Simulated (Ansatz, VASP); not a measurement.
**Sr: VASP beside Ansatz**

File INCAR:

```
  ALGO = Fast
  EDIFF = 1E-7
  ENCUT = 520
  GGA = PS
  ISIF = 2
  ISMEAR = 0
  LASPH = True
  LCHARG = False
  LREAL = False
  LWAVE = False
  NBANDS = 17
  NELM = 100
  PREC = Accurate
  SIGMA = 0.15
```

The input KPOINTS:

```
k-points
0
Gamma
  12 12 8
```

POSCAR

```
Sr
1.0
    4.1160502107      0.0000000000      0.0000000000
   -2.0580251054      3.5646040457      0.0000000000
    0.0000000000      0.0000000000      7.0500000000
Sr
2
Direct
    0.3333333333      0.6666666667      0.2500000000
    0.6666666667      0.3333333333      0.7500000000
```

Input for Ansatz:

```yaml
crystal:
  lattice:
    - [4.1160502107, 0.0, 0.0]
    - [-2.0580251054, 3.5646040457, 0.0]
    - [0.0, 0.0, 7.05]
  atoms:
    - { symbol: Sr, position: [0.3333333333, 0.6666666667, 0.25] }
    - { symbol: Sr, position: [0.6666666667, 0.3333333333, 0.75] }
basis:
  ecutwfc: 420
kpoints:
  mp_grid: { grid: [12, 12, 8] }
hamiltonian:
  xc: pbesol
scf:
  occupations: { method: gaussian, width: 0.15 }
output:
  forces: true
  stress: true
  eigenvalues: true
```

Change from the starting cell: strain -0.0450 x Voigt [1, 1, 0, 0, 0, 0], atoms carried along.

Alike in both runs: task single point; functional PBEsol; k mesh 12 × 12 × 8; occupations gaussian, width 0.15 eV; no spin polarisation.

|  | VASP | Ansatz |
| --- | --- | --- |
| version | VASP 6.6.1 | Ansatz 0.2.0 |
| potentials or method | VASP PAW PBE potentials, release 64 (Sr_sv), cutoff 520 eV | scalar-relativistic, plane waves, PAW |
| valence electrons in the cell | 20 | 20 |

```csv
,VASP,Ansatz,Ansatz less VASP
gap on the k mesh at the Fermi level (eV),none,none,-
pressure (GPa),0.2,0.2,-0.01
"traceless stress, the component that is largest in VASP (GPa)",-0.71,-0.70,+0.003
```

VASP's potentials were made for PBE, not for PBEsol. A gap of «none» marks a metal or a gap that the smearing closes.
